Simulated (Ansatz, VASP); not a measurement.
Two plane-wave programs on BaS

```xyz
4
Lattice="4.4862 0.0000 0.0000 -2.2431 3.8851 0.0000 0.0000 0.0000 7.8666" Properties=species:S:1:pos:R:3 pbc="T T T"
Ba    0.0000    0.0000    0.0000
Ba    0.0000    0.0000    3.9333
S     0.0000    2.5901    1.9666
S     2.2431    1.2950    5.8999
```

Alike in both runs: task single point; functional r2SCAN; k mesh 6 × 6 × 4; no spin polarisation.

|  | VASP | Ansatz |
| --- | --- | --- |
| version | VASP 6.6.1 | Ansatz 0.2.0 |
| potentials or method | VASP PAW PBE potentials, release 64 (Ba_sv, S) | plane waves, PAW |
| plane-wave cutoff (eV) | 520 | 500 |
| occupations | gaussian, width 0.01 eV | fixed |
| valence electrons in the cell | 32 | 32 |

```tsv
	VASP	Ansatz	Ansatz less VASP
gap on the k mesh at the Fermi level (eV)	2.73	2.82	+0.087
pressure (GPa)	-0.6	-1.2	-0.54
traceless stress, the component that is largest in VASP (GPa)	0.01	-0.08	-0.091
```

VASP's potentials were made for PBE, not for r2SCAN.

Neither program's run includes spin-orbit coupling.
